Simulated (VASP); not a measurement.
# N (P6_3/mmc) in VASP: further runs

The runs below take N through single point, with LDA.

All numbers are computed with VASP 6.6.1; they aren't measurements. Logs are shortened: lines on timing, memory, paths and dates and some standing lists are left out, and cuts for length are marked.

## Step 1: The cell of the first run

The structure is hexagonal, space group P6_3/mmc (No. 194). The conventional cell has a = 2.519 Å, b = 2.519 Å, c = 2.470 Å, α = 90.00°, β = 90.00°, γ = 120.00°. Within 2.5 Å of N (site symmetry -6m2) lie 8 N at 1.91 to 2.47 Å.

## Step 2: Single point, LDA

INCAR reads:

```
PREC = Accurate
ENCUT = 520
EDIFF = 1E-6
ISMEAR = 0
SIGMA = 0.02
LREAL = False
LASPH = True
NELM = 80
ALGO = Normal
ISIF = 2
LWAVE = False
LCHARG = True
GGA = CA
LELF = True
LVHAR = True
NBANDS = 12
```

KPOINTS reads:

```
regular mesh
0
Gamma
  12 12 8
```

POSCAR reads:

```
N
1.0
    2.5194740000      0.0000000000      0.0000000000
   -1.2597370000      2.1819280000      0.0000000000
    0.0000000000      0.0000000000      2.4704620200
N
2
Direct
    0.6666666667      0.3333333333      0.2500000000
    0.3333333333      0.6666666667      0.7500000000
```

Potentials or basis: VASP PAW LDA potentials, release 64 (N).

Launch:

```
$ cat potpaw_LDA.64/N/POTCAR > POTCAR
$ mpirun -np 1 vasp_std > vasp.out
```

OUTCAR:

```text
PREC = Accurate
   ENCUT = 520
   EDIFF = 1E-6
   ISMEAR = 0
   LREAL = False
   LASPH = True
   NELM = 80
   ISIF = 2
   GGA = CA

 ion  position               nearest neighbor table
   1  0.667  0.333  0.250-
   2  0.333  0.667  0.750-

  LATTYP: Found a hexagonal cell.
 ALAT       =     2.5194740000
 C/A-ratio  =     0.9805467411

  Lattice vectors:

 A1 = (   2.5194740000,   0.0000000000,   0.0000000000)
 A2 = (  -1.2597370000,   2.1819280000,   0.0000000000)
 A3 = (   0.0000000000,   0.0000000000,   2.4704620200)

Analysis of symmetry for initial positions (statically):
=====================================================================
 Subroutine PRICEL returns:
 Original cell was already a primitive cell.

 Routine SETGRP: Setting up the symmetry group for a
 hexagonal supercell.

 Subroutine GETGRP returns: Found 24 space group operations
 (whereof 12 operations were pure point group operations)
 out of a pool of 24 trial point group operations.

The static configuration has the point symmetry D_3d.
 The point group associated with its full space group is D_6h.

Analysis of symmetry for dynamics (positions and initial velocities):
=====================================================================
 Subroutine PRICEL returns:
 Original cell was already a primitive cell.

 Routine SETGRP: Setting up the symmetry group for a
 hexagonal supercell.

 Subroutine GETGRP returns: Found 24 space group operations
 (whereof 12 operations were pure point group operations)
 out of a pool of 24 trial point group operations.

The dynamic configuration has the point symmetry D_3d.
 The point group associated with its full space group is D_6h.

 Subroutine INISYM returns: Found 24 space group operations
 (whereof 12 operations are pure point group operations),
 and found     1 'primitive' translations

----------------------------------------------------------------------------------------

                                     Primitive cell

  volume of cell :      13.5809

  direct lattice vectors                    reciprocal lattice vectors
     2.519474000  0.000000000  0.000000000     0.396908244  0.229155133  0.000000000
    -1.259737000  2.181928000  0.000000000     0.000000000  0.458310265  0.000000000
     0.000000000  0.000000000  2.470462020     0.000000000  0.000000000  0.404782584

  length of vectors
     2.519474000  2.519473577  2.470462020     0.458310188  0.458310265  0.404782584

  position of ions in fractional coordinates (direct lattice)
     0.666666667  0.333333333  0.250000000
     0.333333333  0.666666667  0.750000000

  ion indices of the primitive-cell ions
   primitive index   ion index
                 1           1
                 2           2

----------------------------------------------------------------------------------------

 KPOINTS: regular mesh

Automatic generation of k-mesh.
 Grid dimensions read from file:
 generate k-points for:   12   12    8

 Generating k-lattice:

  Cartesian coordinates                     Fractional coordinates (reciprocal lattice)
     0.033075687  0.019096261  0.000000000     0.083333333  0.000000000  0.000000000
     0.000000000  0.038192522  0.000000000     0.000000000  0.083333333  0.000000000
     0.000000000  0.000000000  0.050597823     0.000000000  0.000000000  0.125000000

  Length of vectors
     0.038192516  0.038192522  0.050597823

  Shift w.r.t. Gamma in fractional coordinates (k-lattice)
     0.000000000  0.000000000  0.000000000

 Subroutine IBZKPT returns following result:
 ===========================================

 Found     95 irreducible k-points:

 Following reciprocal coordinates:
            Coordinates               Weight
  0.000000  0.000000  0.000000      1.000000
  0.083333  0.000000  0.000000      6.000000
  0.166667  0.000000  0.000000      6.000000
  0.250000  0.000000  0.000000      6.000000
  0.333333  0.000000  0.000000      6.000000
  0.416667  0.000000  0.000000      6.000000
[... 16 lines left out ...]
  0.250000  0.000000  0.125000     12.000000
  0.333333  0.000000  0.125000     12.000000
 [... further k-points ...]
   k-points           NKPTS =     95   k-points in BZ     NKDIM =     95   number of bands    NBANDS=     12
   number of dos      NEDOS =    301   number of ions     NIONS =      2
   total plane-waves  NPLWV =   7200
   dimension x,y,z NGX =    20 NGY =   20 NGZ =   18
   dimension x,y,z NGXF=    40 NGYF=   40 NGZF=   36
   ions per type =               2
   NGX,Y,Z   is equivalent  to a cutoff of  13.20, 13.20, 12.11 a.u.
   NGXF,Y,Z  is equivalent  to a cutoff of  26.39, 26.39, 24.23 a.u.
 SYSTEM =  unknown system
   PREC   = accura    normal or accurate (medium, high low for compatibility)
   ISTART =      0    job   : 0-new  1-cont  2-samecut
   ICHARG =      2    charge: 1-file 2-atom 10-const
   ISPIN  =      1    spin polarized calculation?
   LNONCOLLINEAR =      F non collinear calculations
   LSORBIT =      F    spin-orbit coupling
   LASPH  =      T    aspherical Exc in radial PAW
   ENCUT  =  520.0 eV  38.22 Ry    6.18 a.u.   4.68  4.68  4.59*2*pi/ulx,y,z
   NELM   =     80;   NELMIN=  2; NELMDL= -5     # of ELM steps
   EDIFF  = 0.1E-05   stopping-criterion for ELM
   LREAL  =      F    real-space projection
   EDIFFG = 0.1E-04   stopping-criterion for IOM
   NSW    =      0    number of steps for IOM
   IBRION =     -1    ionic relax: 0-MD 1-quasi-New 2-CG
   NFREE  =      0    steps in history (QN), initial steepest desc. (CG)
   ISIF   =      2    stress and relaxation
   ISYM   =      2    0-nonsym 1-usesym 2-fastsym
   POTIM  = 0.5000    time-step for ionic-motion
   TEBEG  =    0.0;   TEEND  =   0.0 temperature during run
   PSTRESS=    0.0 pullay stress
   NELECT =      10.0000    total number of electrons
   NUPDOWN=      -1.0000    fix difference up-down
   EMIN   =  10.00;   EMAX   =-10.00  energy-range for DOS
   EFERMI =   0.00;   METHOD = LEGACY
   ISMEAR =     0;   SIGMA  =   0.02  broadening in eV -4-tet -1-fermi 0-gaus
   EFERMI_NEDOS =   21; number of points for ismear=-14 and -15
   IALGO  =     38    algorithm
   IMIX   =      4    mixing-type and parameters
     AMIX     =   0.40;   BMIX     =  1.00
     AMIX_MAG =   1.60;   BMIX_MAG =  1.00
  volume/ion in A,a.u.               =       6.79        45.82
  Fermi-wavevector in a.u.,A,eV,Ry     =   1.478309  2.793600 29.734154  2.185399
  Thomas-Fermi vector in A             =   2.592606
   LORBIT       =      0    0 simple, 1 ext, 2 COOP (PROOUT), +10 PAW based schemes
   GGA     = CA    functional components
   LHFCALC =     F    Hartree Fock is set to
   AEXX    =    0.0000 exact exchange contribution
   IVDW    =     0    specifies the selected vdW correction
   LEPSILON=     F    determine dielectric tensor
   LRPA    =     F    only Hartree local field effects (RPA)
 non-spin polarized calculation
 Gauss-broadening in eV      SIGMA  =   0.02
  energy-cutoff  :      520.00
  volume of cell :       13.58
 maximum number of plane-waves:       382
 NGX is ok and might be reduce to    20
   NGX =  9   NGY =  9   NGZ =  9

 number of electron      10.0000001 magnetization

 Free energy of the ion-electron system (eV)
  ---------------------------------------------------
  ext. energy  EPLUGINS =         0.00000000
  ---------------------------------------------------
  free energy    TOTEN  =       -11.36549383 eV

  energy without entropy =      -11.36536312  energy(sigma->0) =      -11.36542847

 E-fermi :   6.5778     XC(G=0): -13.3450

 val. band max:        6.5552168006   @ k =   0.3333   0.1667   0.3750
 cond. band min:       6.5944434201   @ k =   0.2500   0.0000   0.5000
 fundamental gap:      0.0392266195
 Fermi energy:         6.5777683082

 k-point     1 :       0.0000    0.0000    0.0000
  band No.  band energies     occupation
      1     -15.0566      2.00000
      2       1.2301      2.00000
      3       1.7900      2.00000
      4       4.4795      2.00000
      5       4.4795      2.00000
      6       9.5089      0.00000
      7       9.5089      0.00000
      8      12.7192      0.00000
      9      21.0459      0.00000
     10      24.5773      0.00000
     11      31.8198      0.00000
     12      31.8198      0.00000

 k-point     2 :       0.0833    0.0000    0.0000
  band No.  band energies     occupation
      1     -14.8886      2.00000
      2       0.7188      2.00000
      3       1.9272      2.00000
      4       4.2113      2.00000
      5       4.4905      2.00000
      6       9.4401      0.00000
      7       9.7602      0.00000
      8      12.5020      0.00000
      9      21.4574      0.00000
     10      24.4101      0.00000
     11      32.1014      0.00000
     12      32.1353      0.00000

 k-point     3 :       0.1667    0.0000    0.0000
  band No.  band energies     occupation
      1     -14.3885      2.00000
      2      -0.6538      2.00000
      3       2.3314      2.00000
      4       3.5927      2.00000
      5       4.5257      2.00000
      6       9.2853      0.00000
      7      10.3213      0.00000
      8      11.8848      0.00000
      9      22.3546      0.00000
     10      24.1026      0.00000
     11      32.9840      0.00000
     12      33.0341      0.00000
[... 286 lines left out ...]
 k-point    23 :       0.2500    0.0000    0.1250
  band No.  band energies     occupation
      1     -13.2657      2.00000
      2      -2.6217      2.00000
      3       1.0940      2.00000
      4       3.1676      2.00000
      5       6.1478      2.00000
      6       8.5030      0.00000
      7      10.5633      0.00000
      8      11.2324      0.00000
      9      22.5680      0.00000
     10      25.8134      0.00000
     11      33.2943      0.00000
     12      33.4457      0.00000

 k-point    24 :       0.3333    0.0000    0.1250
  band No.  band energies     occupation
      1     -12.1700      2.00000
      2      -4.4061      2.00000
      3       1.4896      2.00000
      4       2.6089      2.00000
      5       6.1137      2.00000
      6       7.8304      0.00000
      7      10.8996      0.00000
      8      10.9292      0.00000
      9      21.7101      0.00000
     10      27.8873      0.00000
     11      32.0274      0.00000
     12      35.1185      0.00000

 [... further k-points ...]
[... 5 lines left out ...]
  --------------------------------------------------------------------------------------
  -------------------------------------------------------------------------------------
  Total       -0.3544035     -0.3544034     -1.8101392     -0.0000000      0.0000000      0.0000000
  in kB      -41.8099953    -41.8099766   -213.5472956     -0.0000000      0.0000000      0.0000000
  external PRESSURE =     -99.0557558 kB  Pullay stress =       0.0000000 kB

 VOLUME and BASIS-vectors are now :
 -----------------------------------------------------------------------------
  energy-cutoff  :      520.00
  volume of cell :       13.58
      direct lattice vectors                 reciprocal lattice vectors
     2.519474000  0.000000000  0.000000000     0.396908244  0.229155133  0.000000000
    -1.259737000  2.181928000  0.000000000     0.000000000  0.458310265  0.000000000
     0.000000000  0.000000000  2.470462020     0.000000000  0.000000000  0.404782584

 POSITION                                       TOTAL-FORCE (eV/Angst)
 -----------------------------------------------------------------------------------
      1.25974      0.72731      0.61762        -0.000000      0.000000      0.000000
     -0.00000      1.45462      1.85285         0.000000     -0.000000      0.000000
 -----------------------------------------------------------------------------------
    total drift:                               -0.000000      0.000000      0.000000

  FREE ENERGIE OF THE ION-ELECTRON SYSTEM (eV)
  ---------------------------------------------------
  free  energy   TOTEN  =       -11.3654938306 eV

  energy  without entropy=      -11.3653631159  energy(sigma->0) =      -11.36542847
```

Run time: 14 s. Hardware: 1 thread of Intel Xeon 8259CL, shared host; peak memory 0.12 GiB.

Results:

| Quantity | Value |
| --- | --- |
| Free energy | -11.3655 eV |
| Pressure | -9.9 GPa |
| Band gap on the k mesh | zero (band 5 reaches 7.64 eV, above the bottom of band 6 at 2.81 eV) |

Stress tensor (GPa, compression positive):
```
 -4.18   0.00   0.00
  0.00  -4.18   0.00
  0.00   0.00 -21.35
```

## Step 3: Single point, LDA

This run uses another cell than the first one, of 6.86 Å³/atom, 1.010 times its volume.

INCAR reads:

```
SYSTEM = N
ALGO = Normal ; EDIFF = 1E-6
ENCUT = 520 ; ISIF = 2
ISMEAR = 0 ; LASPH = .True.
LCHARG = .False. ; LREAL = .False.
LWAVE = .False. ; NBANDS = 12
NELM = 60 ; PREC = Accurate
SIGMA = 0.02
```

KPOINTS reads:

```
k-points
0
Gamma
  12 12 8
  0 0 0
```

POSCAR: that of step 2 with these lines changed.

```diff
@@ -4,3 +4,3 @@
    -1.2597370000      2.1819280000      0.0000000000
-    0.0000000000      0.0000000000      2.4704620200
+    0.0000000000      0.0000000000      2.4949220400
 N
```

Potentials or basis: VASP PAW LDA potentials, release 64 (N).

Launch:

```
$ cat potpaw_LDA.64/N/POTCAR > POTCAR
$ mpirun -np 1 vasp_std > vasp.out
```

OUTCAR:

```text
SYSTEM = N
   EDIFF = 1E-6
   ENCUT = 520
   ISIF = 2
   ISMEAR = 0
   LASPH = .True.
   LREAL = .False.
   NELM = 60
   PREC = Accurate

 ion  position               nearest neighbor table
   1  0.667  0.333  0.250-
   2  0.333  0.667  0.750-

  LATTYP: Found a hexagonal cell.
 ALAT       =     2.5194740000
 C/A-ratio  =     0.9902551247

  Lattice vectors:

 A1 = (   2.5194740000,   0.0000000000,   0.0000000000)
[... 538 lines left out ...]
      5       5.9207      2.00000
      6       7.5924      0.00000
      7      10.6847      0.00000
      8      10.6986      0.00000
      9      21.5301      0.00000
     10      27.7174      0.00000
     11      31.6335      0.00000
     12      34.7513      0.00000

 [... further k-points ...]
[... 5 lines left out ...]
  --------------------------------------------------------------------------------------
  -------------------------------------------------------------------------------------
  Total       -0.3110600     -0.3110599     -2.5920215     -0.0000000      0.0000000      0.0000000
  in kB      -36.3368716    -36.3368553   -302.7902659     -0.0000000      0.0000000      0.0000000
  external PRESSURE =    -125.1546643 kB  Pullay stress =       0.0000000 kB

 VOLUME and BASIS-vectors are now :
 -----------------------------------------------------------------------------
  energy-cutoff  :      520.00
  volume of cell :       13.72
      direct lattice vectors                 reciprocal lattice vectors
     2.519474000  0.000000000  0.000000000     0.396908244  0.229155133  0.000000000
    -1.259737000  2.181928000  0.000000000     0.000000000  0.458310265  0.000000000
     0.000000000  0.000000000  2.494922040     0.000000000  0.000000000  0.400814127

 POSITION                                       TOTAL-FORCE (eV/Angst)
 -----------------------------------------------------------------------------------
      1.25974      0.72731      0.62373         0.000000      0.000000      0.000000
     -0.00000      1.45462      1.87119        -0.000000      0.000000      0.000000
 -----------------------------------------------------------------------------------
    total drift:                               -0.000000      0.000000     -0.000000

  FREE ENERGIE OF THE ION-ELECTRON SYSTEM (eV)
  ---------------------------------------------------
  free  energy   TOTEN  =       -11.3440453328 eV

  energy  without entropy=      -11.3439960679  energy(sigma->0) =      -11.34402070
```

OSZICAR:

```text
N       E                     dE             d eps       ncg     rms          rms(c)
DAV:   1     0.210606628209E+02    0.21061E+02   -0.60483E+03  2328   0.817E+02
DAV:   2    -0.106173745145E+02   -0.31678E+02   -0.30212E+02  2864   0.155E+02
DAV:   3    -0.113493345679E+02   -0.73196E+00   -0.72629E+00  2732   0.203E+01
DAV:   4    -0.113504774299E+02   -0.11429E-02   -0.11428E-02  2540   0.966E-01
DAV:   5    -0.113504785308E+02   -0.11009E-05   -0.11014E-05  2740   0.299E-02    0.199E+00
DAV:   6    -0.113461721640E+02    0.43064E-02   -0.80590E-04  2500   0.261E-01    0.119E+00
DAV:   7    -0.113440365231E+02    0.21356E-02   -0.18138E-03  2584   0.396E-01    0.401E-02
DAV:   8    -0.113440443947E+02   -0.78716E-05   -0.41289E-05  2640   0.546E-02    0.137E-02
DAV:   9    -0.113440453949E+02   -0.10002E-05   -0.60267E-07  1828   0.797E-03    0.235E-03
DAV:  10    -0.113440453328E+02    0.62115E-07   -0.22632E-07  1472   0.397E-03
   1 F= -.11344045E+02 E0= -.11344021E+02  d E =-.492649E-04
```

Run time: 14 s. Hardware: 1 thread of Intel Xeon 8259CL, shared host; peak memory 0.12 GiB.

Results:

| Property | Result |
| --- | --- |
| Free energy | -11.3440 eV |
| Pressure | -12.5 GPa |
| Band gap on the k mesh | zero (band 5 reaches 7.45 eV, above the bottom of band 6 at 2.69 eV) |

## Step 4: Single point, LDA

This run uses another cell than the first one, of 6.92 Å³/atom, 1.020 times its volume.

INCAR reads:

```
SYSTEM = N
  ALGO = Normal
  EDIFF = 1E-6
  ENCUT = 520
  GGA = CA
  ISIF = 2
  ISMEAR = 0
  LASPH = .TRUE.
  LCHARG = .FALSE.
  LREAL = .FALSE.
  LWAVE = .FALSE.
  NBANDS = 12
  NELM = 80
  PREC = Accurate
  SIGMA = 0.02
```

KPOINTS reads:

```
k-points
0
G
  12 12 8
  0 0 0
```

POSCAR: that of step 3 with these lines changed.

```diff
@@ -4,3 +4,3 @@
    -1.2597370000      2.1819280000      0.0000000000
-    0.0000000000      0.0000000000      2.4949220400
+    0.0000000000      0.0000000000      2.5193820600
 N
```

Launch:

```
$ cat potpaw_LDA.64/N/POTCAR > POTCAR
$ mpirun -np 1 vasp_std > vasp.out
```

Run time: 13 s. Hardware: 1 thread of Intel Xeon 8259CL, shared host; peak memory 0.12 GiB.

The run converged. Its results:

```
Free energy            : -11.3166 eV
Pressure               : -13.6 GPa
Band gap on the k mesh : zero (band 5 reaches 7.30 eV, above the bottom of band 6 at 2.58 eV)
```

Stress tensor (GPa, compression positive):
```
 -3.24   0.00   0.00
  0.00  -3.24   0.00
  0.00   0.00 -34.43
```

Levels at points of the mesh, in eV from the Fermi level:
| k point | band 2 | band 3 | band 4 | band 5 | band 6 | band 7 | band 8 | band 9 |
| --- | --- | --- | --- | --- | --- | --- | --- | --- |
| (0.00, 0.00, 0.00) | -5.64 | -4.93 | -1.83 | -1.83 | 2.96 | 2.96 | 6.04 | 14.50 |
| (0.50, 0.00, 0.00) | -13.81 | -4.43 | -2.15 | -1.59 | 1.61 | 2.40 | 4.92 | 13.47 |
| (0.00, 0.00, 0.50) | -16.67 | 0.84 | 0.84 | 0.84 | 0.84 | 2.29 | 2.29 | 21.27 |
| (0.50, 0.00, 0.50) | -12.82 | -8.23 | -8.23 | -0.52 | -0.52 | 4.06 | 4.06 | 18.96 |

## Step 5: Summary

| cell | gap on the mesh (eV) | pressure (GPa) |
| --- | --- | --- |
| a = 2.519, b = 2.519, c = 2.470 Å, angles 90.0, 90.0, 120.0°, 2 atoms | none | -9.9 |
| a = 2.519, b = 2.519, c = 2.495 Å, angles 90.0, 90.0, 120.0°, 2 atoms | none | -12.5 |
| a = 2.519 Å, angles 90.0, 90.0, 120.0°, 2 atoms | none | -13.6 |

Alike in all rows: task single point; level LDA; potentials or basis VASP PAW LDA potentials, release 64 (N); no spin polarisation; k mesh 12 × 12 × 8; cutoff (eV) 520; smearing gaussian 0.02 eV.

Absolute energies hang on the potentials; compare differences alone.
